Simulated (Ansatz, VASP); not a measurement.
# Ga3As3CO in VASP and in Ansatz

```
Ga As O C
1.0
     4.01370    0.00000    0.00000
     0.00000    5.67623    0.00000
     0.00000    0.00000   23.33527
Ga As O C
3 3 1 1
Direct
  0.50000 0.50000 0.17141
  0.00000 0.06538 0.26800
  0.50000 0.48946 0.32285
  0.00000 0.25000 0.17141
  0.50000 0.81022 0.25049
  0.00000 0.28876 0.35934
  0.50000 0.78876 0.48361
  0.50000 0.78876 0.53290
```

Alike in both runs: task single point; functional PBE; dispersion D3(BJ); k mesh 7 × 5 × 1; occupations gaussian, width 0.05 eV; no spin polarisation.

```csv
,VASP,Ansatz
version,VASP 6.6.1,Ansatz 0.2.0
potentials or method,"VASP PAW PBE potentials, release 64 (Ga_d, As_d, O, C), cutoff 520 eV","scalar-relativistic, plane waves, PAW"
valence electrons in the cell,94,94
```

```tsv
	VASP	Ansatz	Ansatz less VASP
gap on the k mesh at the Fermi level (eV)	0.41	0.41	+0.003
least direct gap on the mesh (eV)	0.76	0.76	+0.002
rms of the force components (eV/Å)	0.376	0.540	+0.1645
```

One of these differences is far larger than is usual between the two programs; its cause wasn't traced.

Noted on VASP's run: the standard files for N, O and F lose accuracy on very short bonds.
